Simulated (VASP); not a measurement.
# Pt (Im-3m) in VASP: notebook

Runs on Pt. Level: LDA. Tasks: single point.

Program: VASP 6.6.1. These are calculated values, not measurements. Logs are shortened: lines on timing, memory, paths and dates and some standing lists are left out, and cuts for length are marked.

## (1) The cell of the first run

The structure is cubic, space group Im-3m (No. 229). Conventional cell: a = 2.997 Å, b = 2.997 Å, c = 2.997 Å, α = 90.00°, β = 90.00°, γ = 90.00°. Within 3.4 Å of Pt (site symmetry m-3m) lie 14 Pt at 2.60 to 3.00 Å.

## (2) Single point, LDA

Input file INCAR:

```
PREC = Accurate ; ENCUT = 520
EDIFF = 1E-6 ; ISMEAR = 0
SIGMA = 0.05 ; LREAL = F
LASPH = T ; NELM = 60
ALGO = Normal ; ISIF = 2
LWAVE = F ; LCHARG = T
LELF = T ; LVHAR = T
NBANDS = 11
```

Input file KPOINTS:

```
Automatic mesh
0
Gamma
  13 13 13
```

Input file POSCAR:

```
Pt
1.0
   -1.4984662596      1.4984662596      1.4984662596
    1.4984662596     -1.4984662596      1.4984662596
    1.4984662596      1.4984662596     -1.4984662596
Pt
1
Direct
    0.0000000000      0.0000000000      0.0000000000
```

Potentials or basis: VASP PAW LDA potentials, release 64 (Pt).

On the command line:

```console
cat potpaw_LDA.64/Pt/POTCAR > POTCAR
mpirun -np 1 vasp_std > vasp.out
```

OUTCAR:

```text
PREC = Accurate
   ENCUT = 520
   EDIFF = 1E-6
   ISMEAR = 0
   LREAL = F
   LASPH = T
   NELM = 60
   ISIF = 2

 ion  position               nearest neighbor table
   1  0.000  0.000  0.000-

  LATTYP: Found a body centered cubic cell.
 ALAT       =     2.9969325192

  Lattice vectors:

 A1 = (  -1.4984662596,   1.4984662596,   1.4984662596)
 A2 = (   1.4984662596,  -1.4984662596,   1.4984662596)
 A3 = (   1.4984662596,   1.4984662596,  -1.4984662596)

Analysis of symmetry for initial positions (statically):
=====================================================================
 Subroutine PRICEL returns:
 Original cell was already a primitive cell.

 Routine SETGRP: Setting up the symmetry group for a
 body centered cubic supercell.

 Subroutine GETGRP returns: Found 48 space group operations
 (whereof 48 operations were pure point group operations)
 out of a pool of 48 trial point group operations.

The static configuration has the point symmetry O_h .

Analysis of symmetry for dynamics (positions and initial velocities):
=====================================================================
 Subroutine PRICEL returns:
 Original cell was already a primitive cell.

 Routine SETGRP: Setting up the symmetry group for a
 body centered cubic supercell.

 Subroutine GETGRP returns: Found 48 space group operations
 (whereof 48 operations were pure point group operations)
 out of a pool of 48 trial point group operations.

The dynamic configuration has the point symmetry O_h .

 Subroutine INISYM returns: Found 48 space group operations
 (whereof 48 operations are pure point group operations),
 and found     1 'primitive' translations

----------------------------------------------------------------------------------------

                                     Primitive cell

  volume of cell :      13.4586

  direct lattice vectors                    reciprocal lattice vectors
    -1.498466260  1.498466260  1.498466260     0.000000000  0.333674513  0.333674513
     1.498466260 -1.498466260  1.498466260     0.333674513  0.000000000  0.333674513
     1.498466260  1.498466260 -1.498466260     0.333674513  0.333674513  0.000000000

  length of vectors
     2.595419695  2.595419695  2.595419695     0.471887022  0.471887022  0.471887022

  position of ions in fractional coordinates (direct lattice)
     0.000000000  0.000000000  0.000000000

  ion indices of the primitive-cell ions
   primitive index   ion index
                 1           1

[... 78 lines left out ...]
   ISYM   =      2    0-nonsym 1-usesym 2-fastsym
   POTIM  = 0.5000    time-step for ionic-motion
   TEBEG  =    0.0;   TEEND  =   0.0 temperature during run
   PSTRESS=    0.0 pullay stress
   NELECT =      10.0000    total number of electrons
   NUPDOWN=      -1.0000    fix difference up-down
   EMIN   =  10.00;   EMAX   =-10.00  energy-range for DOS
   EFERMI =   0.00;   METHOD = LEGACY
   ISMEAR =     0;   SIGMA  =   0.05  broadening in eV -4-tet -1-fermi 0-gaus
   EFERMI_NEDOS =   21; number of points for ismear=-14 and -15
   IALGO  =     38    algorithm
   IMIX   =      4    mixing-type and parameters
     AMIX     =   0.40;   BMIX     =  1.00
     AMIX_MAG =   1.60;   BMIX_MAG =  1.00
  volume/ion in A,a.u.               =      13.46        90.82
  Fermi-wavevector in a.u.,A,eV,Ry     =   1.482773  2.802034 29.913965  2.198614
  Thomas-Fermi vector in A             =   2.596517
   LORBIT       =      0    0 simple, 1 ext, 2 COOP (PROOUT), +10 PAW based schemes
   GGA     = CA    functional components
   LHFCALC =     F    Hartree Fock is set to
   AEXX    =    0.0000 exact exchange contribution
   IVDW    =     0    specifies the selected vdW correction
   LEPSILON=     F    determine dielectric tensor
   LRPA    =     F    only Hartree local field effects (RPA)
 non-spin polarized calculation
 Gauss-broadening in eV      SIGMA  =   0.05
  energy-cutoff  :      520.00
  volume of cell :       13.46
 maximum number of plane-waves:       372
   NGX =  9   NGY =  9   NGZ =  9

 number of electron      10.0000000 magnetization

 number of electron       9.9999998 magnetization

 Free energy of the ion-electron system (eV)
  ---------------------------------------------------
  ext. energy  EPLUGINS =         0.00000000
  ---------------------------------------------------
  free energy    TOTEN  =        -7.20776226 eV

  energy without entropy =       -7.20711667  energy(sigma->0) =       -7.20743947

 E-fermi :  13.2727     XC(G=0): -14.3504

 val. band max:       13.2224417608   @ k =  -0.3846  -0.4615   0.1538
 cond. band min:      13.2740183452   @ k =  -0.3846  -0.4615   0.2308
 fundamental gap:      0.0515765844
 Fermi energy:        13.2726596121

 k-point     1 :       0.0000    0.0000    0.0000
  band No.  band energies     occupation
      1       1.9253      2.00000
      2       8.7206      2.00000
      3       8.7206      2.00000
      4       8.7206      2.00000
      5      11.9251      2.00000
      6      11.9251      2.00000
      7      30.0910      0.00000
      8      30.0910      0.00000
      9      30.0910      0.00000
     10      42.3945      0.00000
     11      42.3945      0.00000
[... 309 lines left out ...]
 k-point    24 :       0.2308    0.0769    0.0769
  band No.  band energies     occupation
      1       5.3726      2.00000
      2       7.3466      2.00000
      3       8.3798      2.00000
      4      11.6288      2.00000
      5      12.1554      2.00000
      6      13.4667      0.00000
      7      26.7810      0.00000
      8      28.6014      0.00000
      9      31.3298      0.00000
     10      34.5530      0.00000
     11      41.4536      0.00000

 [... further k-points ...]

------------------------ aborting loop because EDIFF is reached ----------------------------------------

  FORCE on cell =-STRESS in cart. coord.  units (eV):
  Direction    XX          YY          ZZ          XY          YZ          ZX
  --------------------------------------------------------------------------------------
  -------------------------------------------------------------------------------------
  Total        3.4676456      3.4676456      3.4676456     -0.0000000      0.0000000      0.0000000
  in kB      412.8044639    412.8044639    412.8044639     -0.0000000      0.0000000      0.0000000
  external PRESSURE =     412.8044639 kB  Pullay stress =       0.0000000 kB

 VOLUME and BASIS-vectors are now :
 -----------------------------------------------------------------------------
  energy-cutoff  :      520.00
  volume of cell :       13.46
      direct lattice vectors                 reciprocal lattice vectors
    -1.498466260  1.498466260  1.498466260     0.000000000  0.333674513  0.333674513
     1.498466260 -1.498466260  1.498466260     0.333674513  0.000000000  0.333674513
     1.498466260  1.498466260 -1.498466260     0.333674513  0.333674513  0.000000000

 POSITION                                       TOTAL-FORCE (eV/Angst)
 -----------------------------------------------------------------------------------
      0.00000      0.00000      0.00000        -0.000000     -0.000000     -0.000000
 -----------------------------------------------------------------------------------
    total drift:                                0.000000     -0.000000     -0.000000

  FREE ENERGIE OF THE ION-ELECTRON SYSTEM (eV)
  ---------------------------------------------------
  free  energy   TOTEN  =        -7.2077622637 eV

  energy  without entropy=       -7.2071166740  energy(sigma->0) =       -7.20743947
```

Run time: 18 s. Hardware: 1 thread of AMD EPYC 7R43 (Zen 3), shared host; peak memory 0.09 GiB.

What came out:

```yaml
Free_energy: -7.2078 eV
Pressure: 41.3 GPa
Band_gap_on_the_k_mesh: zero (band 5 reaches 14.43 eV, above the bottom of band 6 at 11.71 eV)
```

Levels at points of the mesh, in eV from the Fermi level:
```tsv
k point	band 1	band 2	band 3	band 4	band 5	band 6	band 7	band 8	band 9	band 10
(0.00, 0.00, 0.00)	-11.35	-4.55	-4.55	-4.55	-1.35	-1.35	16.82	16.82	16.82	29.12
```

Caveat: spin-orbit coupling is left out, which moves the levels of the heavy elements.

## (3) Single point, LDA

This run uses another cell than the first one, of 14.08 Å³/atom, 1.046 times its volume.

Input file INCAR:

```
SYSTEM = Pt
  ALGO = Normal
  EDIFF = 1E-6
  ENCUT = 520
  GGA = CA
  ISIF = 2
  ISMEAR = 0
  LASPH = .TRUE.
  LCHARG = .FALSE.
  LREAL = .FALSE.
  LWAVE = .FALSE.
  NBANDS = 11
  NELM = 100
  PREC = Accurate
  SIGMA = 0.05
```

Input file KPOINTS:

```
k-points
0
G
  13 13 13
  0 0 0
```

Input file POSCAR:

```
Pt
1.0
   -1.5211042567      1.5211042567      1.5211042567
    1.5211042567     -1.5211042567      1.5211042567
    1.5211042567      1.5211042567     -1.5211042567
Pt
1
Direct
    0.0000000000      0.0000000000      0.0000000000
```

Potentials or basis: VASP PAW LDA potentials, release 64 (Pt).

On the command line:

```console
cat potpaw_LDA.64/Pt/POTCAR > POTCAR
mpirun -np 1 vasp_std > vasp.out
```

Run time: 14 s. Hardware: 1 thread of AMD EPYC 7R43 (Zen 3), shared host; peak memory 0.09 GiB.

Results (log left out):

| Item | Value |
| --- | --- |
| Free energy | -7.3270 eV |
| Pressure | 21.0 GPa |
| Band gap on the k mesh | zero (band 5 reaches 13.42 eV, above the bottom of band 6 at 10.89 eV) |

Levels at points of the mesh, in eV from the Fermi level:
```
           k point  band 3  band 4  band 5  band 6  band 7  band 8
(0.00, 0.00, 0.00)   -4.25   -4.25   -1.24   -1.24   16.91   16.91
```

Caveat: spin-orbit coupling is left out, which moves the levels of the heavy elements.

## (4) Single point, LDA

This run uses another cell than the first one, of 13.75 Å³/atom, 1.022 times its volume.

Input file INCAR:

```
PREC = Accurate
ENCUT = 520
EDIFF = 1E-6
ISMEAR = 0
SIGMA = 0.05
LREAL = False
LASPH = True
NELM = 80
ALGO = Normal
ISIF = 2
LWAVE = False
LCHARG = False
GGA = CA
NBANDS = 11
```

Input file KPOINTS:

```
regular mesh
0
Gamma
  13 13 13
```

Input file POSCAR:

```
Pt
1.0
   -1.5091430588      1.5091430588      1.5091430588
    1.5091430588     -1.5091430588      1.5091430588
    1.5091430588      1.5091430588     -1.5091430588
Pt
1
Direct
    0.0000000000      0.0000000000      0.0000000000
```

Potentials or basis: VASP PAW LDA potentials, release 64 (Pt).

On the command line:

```console
cat potpaw_LDA.64/Pt/POTCAR > POTCAR
mpirun -np 1 vasp_std > vasp.out
```

OUTCAR:

```text
PREC = Accurate
   ENCUT = 520
   EDIFF = 1E-6
   ISMEAR = 0
   LREAL = False
   LASPH = True
   NELM = 80
   ISIF = 2
   GGA = CA

 ion  position               nearest neighbor table
   1  0.000  0.000  0.000-

  LATTYP: Found a body centered cubic cell.
 ALAT       =     3.0182861176

  Lattice vectors:

 A1 = (  -1.5091430588,   1.5091430588,   1.5091430588)
 A2 = (   1.5091430588,  -1.5091430588,   1.5091430588)
 A3 = (   1.5091430588,   1.5091430588,  -1.5091430588)

Analysis of symmetry for initial positions (statically):
=====================================================================
 Subroutine PRICEL returns:
 Original cell was already a primitive cell.

 Routine SETGRP: Setting up the symmetry group for a
 body centered cubic supercell.

 Subroutine GETGRP returns: Found 48 space group operations
 (whereof 48 operations were pure point group operations)
 out of a pool of 48 trial point group operations.

The static configuration has the point symmetry O_h .

Analysis of symmetry for dynamics (positions and initial velocities):
=====================================================================
 Subroutine PRICEL returns:
 Original cell was already a primitive cell.

 Routine SETGRP: Setting up the symmetry group for a
 body centered cubic supercell.

 Subroutine GETGRP returns: Found 48 space group operations
 (whereof 48 operations were pure point group operations)
 out of a pool of 48 trial point group operations.

The dynamic configuration has the point symmetry O_h .

 Subroutine INISYM returns: Found 48 space group operations
 (whereof 48 operations are pure point group operations),
 and found     1 'primitive' translations

----------------------------------------------------------------------------------------

                                     Primitive cell
[... 113 lines left out ...]
   LORBIT       =      0    0 simple, 1 ext, 2 COOP (PROOUT), +10 PAW based schemes
   GGA     = CA    functional components
   LHFCALC =     F    Hartree Fock is set to
   AEXX    =    0.0000 exact exchange contribution
   IVDW    =     0    specifies the selected vdW correction
   LEPSILON=     F    determine dielectric tensor
   LRPA    =     F    only Hartree local field effects (RPA)
 non-spin polarized calculation
 Gauss-broadening in eV      SIGMA  =   0.05
  energy-cutoff  :      520.00
  volume of cell :       13.75
 maximum number of plane-waves:       382
   NGX =  9   NGY =  9   NGZ =  9

 number of electron      10.0000000 magnetization

 number of electron       9.9999999 magnetization

 Free energy of the ion-electron system (eV)
  ---------------------------------------------------
  ext. energy  EPLUGINS =         0.00000000
  ---------------------------------------------------
  free energy    TOTEN  =        -7.27331380 eV

  energy without entropy =       -7.27264749  energy(sigma->0) =       -7.27298065

 E-fermi :  12.8182     XC(G=0): -14.2245

 val. band max:       12.7688315281   @ k =  -0.3846  -0.4615   0.1538
 cond. band min:      12.8192953647   @ k =  -0.3846  -0.4615   0.2308
 fundamental gap:      0.0504638366
 Fermi energy:        12.8182394466

 k-point     1 :       0.0000    0.0000    0.0000
  band No.  band energies     occupation
      1       1.7215      2.00000
      2       8.4119      2.00000
      3       8.4119      2.00000
      4       8.4119      2.00000
      5      11.5216      2.00000
      6      11.5216      2.00000
      7      29.6829      0.00000
      8      29.6829      0.00000
      9      29.6829      0.00000
     10      41.6707      0.00000
     11      41.6707      0.00000
[... 309 lines left out ...]
 k-point    24 :       0.2308    0.0769    0.0769
  band No.  band energies     occupation
      1       5.1248      2.00000
      2       7.0844      2.00000
      3       8.0793      2.00000
      4      11.2321      2.00000
      5      11.7402      2.00000
      6      13.0087      0.00000
      7      26.1116      0.00000
      8      28.0914      0.00000
      9      30.6239      0.00000
     10      34.0343      0.00000
     11      40.7793      0.00000

 [... further k-points ...]

------------------------ aborting loop because EDIFF is reached ----------------------------------------

  FORCE on cell =-STRESS in cart. coord.  units (eV):
  Direction    XX          YY          ZZ          XY          YZ          ZX
  --------------------------------------------------------------------------------------
  -------------------------------------------------------------------------------------
  Total        2.6720358      2.6720358      2.6720358     -0.0000000     -0.0000000      0.0000000
  in kB      311.3878300    311.3878300    311.3878300     -0.0000000     -0.0000000      0.0000000
  external PRESSURE =     311.3878300 kB  Pullay stress =       0.0000000 kB

 VOLUME and BASIS-vectors are now :
 -----------------------------------------------------------------------------
  energy-cutoff  :      520.00
  volume of cell :       13.75
      direct lattice vectors                 reciprocal lattice vectors
    -1.509143059  1.509143059  1.509143059     0.000000000  0.331313852  0.331313852
     1.509143059 -1.509143059  1.509143059     0.331313852  0.000000000  0.331313852
     1.509143059  1.509143059 -1.509143059     0.331313852  0.331313852  0.000000000

 POSITION                                       TOTAL-FORCE (eV/Angst)
 -----------------------------------------------------------------------------------
      0.00000      0.00000      0.00000         0.000000      0.000000     -0.000000
 -----------------------------------------------------------------------------------
    total drift:                               -0.000000     -0.000000      0.000000

  FREE ENERGIE OF THE ION-ELECTRON SYSTEM (eV)
  ---------------------------------------------------
  free  energy   TOTEN  =        -7.2733137998 eV

  energy  without entropy=       -7.2726474912  energy(sigma->0) =       -7.27298065
```

OSZICAR:

```text
N       E                     dE             d eps       ncg     rms          rms(c)
DAV:   1     0.401224058137E+02    0.40122E+02   -0.54778E+03  1872   0.854E+02
DAV:   2    -0.707086396599E+01   -0.47193E+02   -0.45624E+02  2105   0.184E+02
DAV:   3    -0.766829328131E+01   -0.59743E+00   -0.59297E+00  2175   0.197E+01
DAV:   4    -0.767044537919E+01   -0.21521E-02   -0.21519E-02  2144   0.138E+00
DAV:   5    -0.767046017308E+01   -0.14794E-04   -0.14793E-04  2184   0.104E-01    0.169E+01
DAV:   6    -0.733390098739E+01    0.33656E+00   -0.61923E-01  2004   0.632E+00    0.888E+00
DAV:   7    -0.727828381186E+01    0.55617E-01   -0.16201E-01  2133   0.314E+00    0.249E+00
DAV:   8    -0.727343716522E+01    0.48466E-02   -0.76386E-03  2055   0.839E-01    0.510E-01
DAV:   9    -0.727331020454E+01    0.12696E-03   -0.71670E-05  2157   0.847E-02    0.105E-02
DAV:  10    -0.727331380750E+01   -0.36030E-05   -0.17642E-06  2149   0.890E-03    0.584E-03
DAV:  11    -0.727331379984E+01    0.76636E-08   -0.31517E-08  1203   0.168E-03
   1 F= -.72733138E+01 E0= -.72729806E+01  d E =-.666309E-03
```

It took 21 s on 1 thread of AMD EPYC 7R43 (Zen 3), shared host; peak memory 0.09 GiB.

What came out:

* Free energy: -7.2733 eV
* Pressure: 31.1 GPa
* Band gap on the k mesh: zero (band 5 reaches 13.96 eV, above the bottom of band 6 at 11.32 eV)

Levels at points of the mesh, in eV from the Fermi level:
```
           k point  band 2  band 3  band 4  band 5  band 6  band 7  band 8  band 9
(0.00, 0.00, 0.00)   -4.41   -4.41   -4.41   -1.30   -1.30   16.86   16.86   16.86
```

Caveat: spin-orbit coupling is left out, which moves the levels of the heavy elements.

## (5) Overview

| cell | gap on the mesh (eV) | pressure (GPa) |
| --- | --- | --- |
| a = 2.595 Å, angles 109.5°, 1 atom | none | 41.3 |
| a = 2.635 Å, angles 109.5°, 1 atom | none | 21.0 |
| a = 2.614 Å, angles 109.5°, 1 atom | none | 31.1 |

Alike in all rows: task single point; level LDA; potentials or basis VASP PAW LDA potentials, release 64 (Pt); no spin polarisation; k mesh 13 × 13 × 13; cutoff (eV) 520; smearing gaussian 0.05 eV.

Caveats: spin-orbit coupling is left out, which moves the levels of the heavy elements.

Absolute energies hang on the potentials; compare differences alone.
